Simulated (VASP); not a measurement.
# TaN in VASP: single point with PBEsol

Aim: the single point of TaN with PBEsol.

Program: VASP 6.6.1. These are calculated values, not measurements. Logs are shortened: lines on timing, memory, paths and dates and some standing lists are left out, and cuts for length are marked.

## 1. The cell of the first run

The cell holds a slab with vacuum, 24 atoms: a = 5.205 Å, b = 5.205 Å, c = 25.163 Å, α = 90.00°, β = 90.00°, γ = 120.00°.

## 2. Single point, PBEsol

The input, INCAR:

```
SYSTEM = TaN
PREC = Accurate
ENCUT = 520
EDIFF = 1E-6
ISMEAR = 0
SIGMA = 0.1
LREAL = Auto
LASPH = .TRUE.
NELM = 60
ALGO = Normal
ISIF = 2
LWAVE = .FALSE.
LCHARG = .FALSE.
LDIPOL = .TRUE.
IDIPOL = 3
DIPOL = 0.5 0.5 0.510
GGA = PS
NBANDS = 114
```

The input, KPOINTS:

```
regular mesh
0
G
  9 9 1
  0 0 0
```

The input, POSCAR:

```
TaN
1.0
    5.2050894136      0.0000000000      0.0000000000
   -2.6025447068      4.5077396612      0.0000000000
    0.0000000000      0.0000000000     25.1625558695
Ta N
12 12
Direct
    0.3333333333      0.6666666667      0.2995803025
    0.6666666667      0.3333333333      0.2995803025
    0.0000000000      0.0000000000      0.3602076997
    0.3333333333      0.6666666667      0.4140475780
    0.6666666667      0.3333333333      0.4140475780
    0.0000000000      0.0000000000      0.4673143037
    0.3333333333      0.6666666667      0.5300721197
    0.6666666667      0.3333333333      0.5300721197
    0.0000000000      0.0000000000      0.5867702468
    0.3333333333      0.6666666667      0.6498446606
    0.6666666667      0.3333333333      0.6498446606
    0.0000000000      0.0000000000      0.6943136148
    0.0000000000      0.5000000000      0.3552346982
    0.5000000000      0.0000000000      0.3552346982
    0.5000000000      0.5000000000      0.3552346982
    0.0000000000      0.5000000000      0.4711811401
    0.5000000000      0.0000000000      0.4711811401
    0.5000000000      0.5000000000      0.4711811401
    0.0000000000      0.5000000000      0.5863370671
    0.5000000000      0.0000000000      0.5863370671
    0.5000000000      0.5000000000      0.5863370671
    0.0000000000      0.5000000000      0.6989441539
    0.5000000000      0.0000000000      0.6989441539
    0.5000000000      0.5000000000      0.6989441539
```

Potentials or basis: VASP PAW PBE potentials, release 64 (Ta_pv, N).

Run with:

```bash
$ cat potpaw_PBE.64/Ta_pv/POTCAR potpaw_PBE.64/N/POTCAR > POTCAR
$ mpirun -np 1 vasp_std > vasp.out
```

OUTCAR:

```text
SYSTEM = TaN
   PREC = Accurate
   ENCUT = 520
   EDIFF = 1E-6
   ISMEAR = 0
   LREAL = Auto
   LASPH = .TRUE.
   NELM = 60
   ISIF = 2
   GGA = PS

 ion  position               nearest neighbor table
   1  0.333  0.667  0.300-  13 2.05  14 2.05  15 2.05   4 2.88   2 3.01   2 3.01   2 3.01   3 3.37
                             3 3.37   3 3.37
   2  0.667  0.333  0.300-  13 2.05  14 2.05  15 2.05   5 2.88   1 3.01   1 3.01   1 3.01   3 3.37
                             3 3.37   3 3.37
   3  0.000  0.000  0.360-  14 2.61  14 2.61  15 2.61  13 2.61  13 2.61  15 2.61   6 2.70   5 3.30
                             4 3.30   5 3.30   4 3.30   4 3.30   5 3.30   2 3.37   1 3.37   1 3.37
   4  0.333  0.667  0.414-  16 2.08  17 2.08  18 2.08  13 2.11  14 2.11  15 2.11   1 2.88   7 2.92
                             5 3.01   5 3.01   5 3.01   6 3.29   6 3.29   6 3.29   3 3.30   3 3.30
   5  0.667  0.333  0.414-  16 2.08  17 2.08  18 2.08  13 2.11  14 2.11  15 2.11   2 2.88   8 2.92
                             4 3.01   4 3.01   4 3.01   6 3.29   6 3.29   6 3.29   3 3.30   3 3.30
   6  0.000  0.000  0.467-  17 2.60  17 2.60  18 2.60  16 2.60  16 2.60  18 2.60   3 2.70   9 3.01
                             5 3.29   4 3.29   5 3.29   4 3.29   4 3.29   5 3.29   8 3.39   7 3.39
   7  0.333  0.667  0.530-  19 2.06  20 2.06  21 2.06  16 2.11  17 2.11  18 2.11   4 2.92   8 3.01
                             8 3.01   8 3.01  10 3.01   9 3.33   9 3.33   9 3.33   6 3.39   6 3.39
   8  0.667  0.333  0.530-  19 2.06  20 2.06  21 2.06  16 2.11  17 2.11  18 2.11   5 2.92   7 3.01
                             7 3.01   7 3.01  11 3.01   9 3.33   9 3.33   9 3.33   6 3.39   6 3.39
   9  0.000  0.000  0.587-  20 2.60  20 2.60  21 2.60  19 2.60  19 2.60  21 2.60  12 2.71   6 3.01
                             8 3.33   7 3.33   8 3.33   7 3.33   7 3.33   8 3.33  11 3.40  10 3.40
  10  0.333  0.667  0.650-  22 1.95  23 1.95  24 1.95  19 2.19  20 2.19  21 2.19  11 3.01  11 3.01
                            11 3.01   7 3.01  12 3.21  12 3.21  12 3.21   9 3.40   9 3.40   9 3.40
  11  0.667  0.333  0.650-  22 1.95  23 1.95  24 1.95  19 2.19  20 2.19  21 2.19  10 3.01  10 3.01
                            10 3.01   8 3.01  12 3.21  12 3.21  12 3.21   9 3.40   9 3.40   9 3.40
  12  0.000  0.000  0.694-  23 2.61  23 2.61  24 2.61  22 2.61  22 2.61  24 2.61   9 2.71  10 3.21
                            11 3.21  11 3.21  10 3.21  10 3.21  11 3.21
  13  0.000  0.500  0.355-   1 2.05   2 2.05   4 2.11   5 2.11   3 2.61   3 2.61
  14  0.500  0.000  0.355-   1 2.05   2 2.05   4 2.11   5 2.11   3 2.61   3 2.61
  15  0.500  0.500  0.355-   1 2.05   2 2.05   4 2.11   5 2.11   3 2.61   3 2.61
  16  0.000  0.500  0.471-   4 2.08   5 2.08   7 2.11   8 2.11   6 2.60   6 2.60
  17  0.500  0.000  0.471-   4 2.08   5 2.08   7 2.11   8 2.11   6 2.60   6 2.60
  18  0.500  0.500  0.471-   4 2.08   5 2.08   7 2.11   8 2.11   6 2.60   6 2.60
  19  0.000  0.500  0.586-   7 2.06   8 2.06  10 2.19  11 2.19   9 2.60   9 2.60
  20  0.500  0.000  0.586-   7 2.06   8 2.06  10 2.19  11 2.19   9 2.60   9 2.60
  21  0.500  0.500  0.586-   7 2.06   8 2.06  10 2.19  11 2.19   9 2.60   9 2.60
  22  0.000  0.500  0.699-  10 1.95  11 1.95  12 2.61  12 2.61
  23  0.500  0.000  0.699-  10 1.95  11 1.95  12 2.61  12 2.61
  24  0.500  0.500  0.699-  10 1.95  11 1.95  12 2.61  12 2.61

  LATTYP: Found a hexagonal cell.
 ALAT       =     5.2050894136
 C/A-ratio  =     4.8342216377

  Lattice vectors:

 A1 = (   5.2050894136,   0.0000000000,   0.0000000000)
 A2 = (  -2.6025447068,   4.5077396612,   0.0000000000)
 A3 = (   0.0000000000,   0.0000000000,  25.1625558695)

Analysis of symmetry for initial positions (statically):
=====================================================================
 Subroutine PRICEL returns:
 Original cell was already a primitive cell.

 Routine SETGRP: Setting up the symmetry group for a
 hexagonal supercell.

 Subroutine GETGRP returns: Found 12 space group operations
 (whereof 12 operations were pure point group operations)
 out of a pool of 24 trial point group operations.

The static configuration has the point symmetry C_6v.

Analysis of symmetry for dynamics (positions and initial velocities):
=====================================================================
 Subroutine PRICEL returns:
 Original cell was already a primitive cell.

 Routine SETGRP: Setting up the symmetry group for a
 hexagonal supercell.

 Subroutine GETGRP returns: Found 12 space group operations
 (whereof 12 operations were pure point group operations)
 out of a pool of 24 trial point group operations.

The dynamic configuration has the point symmetry C_6v.

 Subroutine INISYM returns: Found 12 space group operations
 (whereof 12 operations are pure point group operations),
 and found     1 'primitive' translations

[... 90 lines left out ...]

 Found     12 irreducible k-points:

 Following reciprocal coordinates:
            Coordinates               Weight
  0.000000  0.000000  0.000000      1.000000
  0.111111 -0.000000  0.000000      6.000000
  0.222222 -0.000000  0.000000      6.000000
  0.333333 -0.000000  0.000000      6.000000
  0.444444 -0.000000  0.000000      6.000000
  0.111111  0.111111  0.000000      6.000000
  0.222222  0.111111  0.000000     12.000000
  0.333333  0.111111  0.000000     12.000000
  0.444444  0.111111  0.000000      6.000000
  0.222222  0.222222  0.000000      6.000000
  0.333333  0.222222  0.000000     12.000000
  0.333333  0.333333  0.000000      2.000000
   k-points           NKPTS =     12   k-points in BZ     NKDIM =     12   number of bands    NBANDS=    114
   number of dos      NEDOS =    301   number of ions     NIONS =     24
   total plane-waves  NPLWV = 307200
   dimension x,y,z NGX =    40 NGY =   40 NGZ =  192
   dimension x,y,z NGXF=    80 NGYF=   80 NGZF=  384
   ions per type =              12  12
   NGX,Y,Z   is equivalent  to a cutoff of  12.78, 12.78, 12.69 a.u.
   NGXF,Y,Z  is equivalent  to a cutoff of  25.55, 25.55, 25.37 a.u.
 SYSTEM =  TaN
   PREC   = accura    normal or accurate (medium, high low for compatibility)
   ISTART =      0    job   : 0-new  1-cont  2-samecut
   ICHARG =      2    charge: 1-file 2-atom 10-const
   ISPIN  =      1    spin polarized calculation?
   LNONCOLLINEAR =      F non collinear calculations
   LSORBIT =      F    spin-orbit coupling
   LASPH  =      T    aspherical Exc in radial PAW
   ENCUT  =  520.0 eV  38.22 Ry    6.18 a.u.   9.68  9.68 46.79*2*pi/ulx,y,z
   NELM   =     60;   NELMIN=  2; NELMDL= -5     # of ELM steps
   EDIFF  = 0.1E-05   stopping-criterion for ELM
   LREAL  =      T    real-space projection
   EDIFFG = 0.1E-04   stopping-criterion for IOM
   NSW    =      0    number of steps for IOM
   IBRION =     -1    ionic relax: 0-MD 1-quasi-New 2-CG
   NFREE  =      0    steps in history (QN), initial steepest desc. (CG)
   ISIF   =      2    stress and relaxation
   ISYM   =      2    0-nonsym 1-usesym 2-fastsym
   POTIM  = 0.5000    time-step for ionic-motion
   TEBEG  =    0.0;   TEEND  =   0.0 temperature during run
   PSTRESS=    0.0 pullay stress
   NELECT =     192.0000    total number of electrons
   NUPDOWN=      -1.0000    fix difference up-down
   EMIN   =  10.00;   EMAX   =-10.00  energy-range for DOS
   EFERMI =   0.00;   METHOD = LEGACY
   ISMEAR =     0;   SIGMA  =   0.10  broadening in eV -4-tet -1-fermi 0-gaus
   EFERMI_NEDOS =   21; number of points for ismear=-14 and -15
   IALGO  =     38    algorithm
   IMIX   =      4    mixing-type and parameters
     AMIX     =   0.40;   BMIX     =  1.00
     AMIX_MAG =   1.60;   BMIX_MAG =  1.00
  volume/ion in A,a.u.               =      24.60       166.01
  Fermi-wavevector in a.u.,A,eV,Ry     =   1.125800  2.127454 17.244378  1.267426
  Thomas-Fermi vector in A             =   2.262479
   LORBIT       =      0    0 simple, 1 ext, 2 COOP (PROOUT), +10 PAW based schemes
   GGA     = PS    functional components
   LHFCALC =     F    Hartree Fock is set to
   AEXX    =    0.0000 exact exchange contribution
   IVDW    =     0    specifies the selected vdW correction
   LEPSILON=     F    determine dielectric tensor
   LRPA    =     F    only Hartree local field effects (RPA)
 non-spin polarized calculation
 Gauss-broadening in eV      SIGMA  =   0.10
  energy-cutoff  :      520.00
  volume of cell :      590.39
 maximum number of plane-waves:     15957
 NGX is ok and might be reduce to    40
   NGX = 19   NGY = 19   NGZ = 93

 dipolmoment           0.000000      0.000000     -0.233225 electrons x Angstroem

 number of electron     191.9999993 magnetization

 dipolmoment           0.000000      0.000000      0.068743 electrons x Angstroem

 Free energy of the ion-electron system (eV)
  ---------------------------------------------------
  ext. energy  EPLUGINS =         0.00000000
  ---------------------------------------------------
  free energy    TOTEN  =      -263.12637913 eV

  energy without entropy =     -263.04617434  energy(sigma->0) =     -263.08627674

 E-fermi :   1.0107     XC(G=0):  -6.9131

 val. band max:        1.0051496576   @ k =   0.1111  -0.0000   0.0000
 cond. band min:       1.0143442377   @ k =   0.3333   0.2222   0.0000
 fundamental gap:      0.0091945801
 Fermi energy:         1.0106882063

 k-point     1 :       0.0000    0.0000    0.0000
  band No.  band energies     occupation
      1     -35.1023      2.00000
      2     -34.9300      2.00000
      3     -34.9300      2.00000
      4     -34.8955      2.00000
      5     -34.7876      2.00000
      6     -34.7876      2.00000
[... 1321 lines left out ...]
    107       3.1187      0.00000
    108       3.2829      0.00000
 [bands above 108 left out]

------------------------ aborting loop because EDIFF is reached ----------------------------------------

 vacuum level on the upper side and lower side of the slab       (xc-potential included)         0.254        -0.265

  FORCE on cell =-STRESS in cart. coord.  units (eV):
  Direction    XX          YY          ZZ          XY          YZ          ZX
  --------------------------------------------------------------------------------------
  -------------------------------------------------------------------------------------
  Total       -5.9335655     -5.9335655      1.7806870      0.0000000      0.0000000      0.0000000
  in kB      -16.1021752    -16.1021752      4.8323280      0.0000000      0.0000000      0.0000000
  external PRESSURE =      -9.1240075 kB  Pullay stress =       0.0000000 kB

 VOLUME and BASIS-vectors are now :
 -----------------------------------------------------------------------------
  energy-cutoff  :      520.00
  volume of cell :      590.39
      direct lattice vectors                 reciprocal lattice vectors
     5.205089414  0.000000000  0.000000000     0.192119658  0.110920336  0.000000000
    -2.602544707  4.507739661  0.000000000     0.000000000  0.221840673  0.000000000
     0.000000000  0.000000000 25.162555870     0.000000000  0.000000000  0.039741591

 POSITION                                       TOTAL-FORCE (eV/Angst)
 -----------------------------------------------------------------------------------
     -0.00000      3.00516      7.53821        -0.000000     -0.000000     -0.075404
      2.60254      1.50258      7.53821         0.000000      0.000000     -0.075404
      0.00000      0.00000      9.06375        -0.000000      0.000000      0.015588
     -0.00000      3.00516     10.41850        -0.000000     -0.000000     -0.004095
      2.60254      1.50258     10.41850        -0.000000     -0.000000     -0.004095
      0.00000      0.00000     11.75882         0.000000     -0.000000     -0.023407
[... 16 lines left out ...]
      2.60254      0.00000     17.58722        -0.000000      0.000000      0.131378
      1.30127      2.25387     17.58722         0.000000      0.000000      0.131378
 -----------------------------------------------------------------------------------
    total drift:                                0.000000      0.000001     -0.003391

  FREE ENERGIE OF THE ION-ELECTRON SYSTEM (eV)
  ---------------------------------------------------
  free  energy   TOTEN  =      -263.1263791307 eV

  energy  without entropy=     -263.0461743415  energy(sigma->0) =     -263.08627674

 vacuum level on the upper side and lower side of the slab         5.991         5.464
```

Wall time 49 min (1 thread of Intel Xeon Platinum 8559C (Emerald Rapids), shared host); peak memory 0.92 GiB.

What came out:

- Free energy: -263.1264 eV
- Largest force: 0.131 eV/Å
- Band gap on the k mesh: zero (bands 96 and 97 overlap by 0.45 eV)

Forces on the atoms (eV/Å):
```
Ta   0.000  0.000 -0.075
Ta   0.000  0.000 -0.075
Ta   0.000  0.000  0.016
Ta   0.000  0.000 -0.004
Ta   0.000  0.000 -0.004
Ta   0.000  0.000 -0.023
Ta   0.000  0.000 -0.008
Ta   0.000  0.000 -0.008
Ta   0.000  0.000  0.012
Ta   0.000  0.000 -0.124
Ta   0.000  0.000 -0.124
Ta   0.000  0.000  0.003
N    0.000  0.000 -0.010
N    0.000  0.000 -0.010
N    0.000  0.000 -0.010
N    0.000  0.000  0.003
N    0.000  0.000  0.003
N    0.000  0.000  0.003
N    0.000  0.000  0.015
N    0.000  0.000  0.015
N    0.000  0.000  0.015
N    0.000  0.000  0.131
N    0.000  0.000  0.131
N    0.000  0.000  0.131
```

Levels at points of the mesh, in eV from the Fermi level:
```tsv
k point	band 94	band 95	band 96	band 97	band 98	band 99
(0.00, 0.00, 0.00)	-0.54	-0.36	-0.35	-0.35	0.10	0.10
```

Caveat: the PAW data sets were made with another functional, which shifts forces and pressure a little; spin-orbit coupling is left out, which moves the levels of the heavy elements.
